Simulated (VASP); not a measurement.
Write the native input for VASP 6.6.1 that does the following.

```
Task                   : single point
Functional             : PBE
Dispersion             : D3(BJ)
Potentials or basis    : VASP PAW PBE potentials, release 64 (Al)
Cutoff                 : 520 eV
k mesh                 : 18 × 18 × 10
Occupations            : gaussian, width 0.15 eV
Spin                   : no spin polarisation
Dipole correction      : no
Further INCAR settings : ALGO = Fast; EDIFF = 1e-06; NBANDS = 10
```

The structure of Al lies in POSCAR:

```
Al
1.0
    2.8124553515      0.0000000000      0.0000000000
   -1.4062276757      2.4356577814      0.0000000000
    0.0000000000      0.0000000000      4.8668500000
Al
2
Direct
    0.7898366794      0.5796733588      0.7500000000
    0.3333333333      0.6666666667      0.2500000000
```

This cell differs from its parent crystal: atom 1 (Al) moved by (+0.000, +0.600) A along x and y.

These files were run (other wordings do the same):

INCAR

```
  PREC = Accurate
  ENCUT = 520
  EDIFF = 1E-6
  ISMEAR = 0
  SIGMA = 0.15
  LREAL = False
  LASPH = True
  NELM = 60
  ALGO = Fast
  ISIF = 2
  LWAVE = False
  LCHARG = False
  GGA = PE
  IVDW = 12
  NBANDS = 10
```

KPOINTS

```
Automatic mesh
0
Gamma
  18 18 10
```

Potentials or basis: VASP PAW PBE potentials, release 64 (Al).

Run with:

```bash
$ cat potpaw_PBE.64/Al/POTCAR > POTCAR
$ mpirun -np 1 vasp_std > vasp.out
```

It gave:

The pressure is -2.1 GPa and the largest force is 0.098 eV/Å. The band gap on the k mesh is zero (band 3 reaches 11.58 eV, above the bottom of band 4 at 4.54 eV). The dispersion energy per atom is -0.333 eV.

Caveat: the cell differs from its parent crystal (atom 1 (Al) moved by (+0.000, +0.600) A along x and y); pairwise dispersion overbinds metals, which lowers pressure and volume.

It took 91 s on 1 thread of AMD EPYC 7R43 64-Core Processor (Zen 3), with other jobs on the host, peak memory 0.23 GiB.
